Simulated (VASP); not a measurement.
Mg3CdSe4: single point with PBE

Mg3CdSe4:

```
CELL_PARAMETERS angstrom
-1.96914 3.41065 0.00000
-3.93827 0.00000 0.00000
-1.96914 1.13688 12.87287
ATOMIC_POSITIONS crystal
Mg 0.75147 0.75147 0.74560
Mg 0.50000 0.50000 0.50000
Mg 0.24853 0.24853 0.25440
Cd 0.00000 0.00000 0.00000
Se 0.37756 0.37756 0.86730
Se 0.12576 0.12576 0.62272
Se 0.87424 0.87424 0.37728
Se 0.62243 0.62243 0.13270
```

* Program: VASP 6.6.1
* Task: single point
* Functional: PBE
* Potentials or basis: VASP PAW PBE potentials, release 64 (Mg, Cd, Se)
* Cutoff: 520 eV
* k mesh: 6 × 6 × 6
* Occupations: gaussian, width 0.1 eV
* Spin: no spin polarisation
* Dipole correction: no
* Further INCAR settings: ALGO = Normal; EDIFF = 1e-07; NBANDS = 31

```json
{
  "Pressure": "0.0 GPa",
  "Largest force": "0.046 eV/Å",
  "Band gap on the k mesh": "0.98 eV (least direct gap 1.37 eV)"
}
```

Forces on the atoms (eV/Å):
```
Mg   0.000  0.000  0.002
Mg   0.000  0.000  0.000
Mg   0.000  0.000 -0.002
Cd   0.000  0.000  0.000
Se   0.000  0.000 -0.046
Se   0.000  0.000 -0.001
Se   0.000  0.000  0.001
Se   0.000  0.000  0.046
```

Levels at points of the mesh, in eV from the valence-band top:
```csv
k point,band 17,band 18,band 19,band 20,band 21,band 22,band 23,band 24,band 25,band 26
"(0.00, 0.00, 0.00)",-0.19,-0.18,-0.18,-0.04,-0.04,1.66,3.55,3.69,3.70,5.82
"(0.50, 0.00, 0.00)",-1.65,-1.28,-0.97,-0.87,-0.52,1.41,2.18,4.10,4.12,4.63
"(0.50, 0.50, 0.00)",-1.82,-1.30,-1.22,-0.39,-0.39,0.98,2.95,3.24,3.52,4.39
"(0.00, 0.00, 0.50)",-0.40,-0.29,-0.29,0.00,0.00,2.56,3.02,3.66,3.66,6.09
```

Run time: 3.1 min on 1 thread of Intel(R) Xeon(R) Platinum 8259CL CPU @ 2.50GHz (Skylake/Cascade Lake), with other jobs on the host, peak memory 0.38 GiB.

A k mesh can miss the band edges.
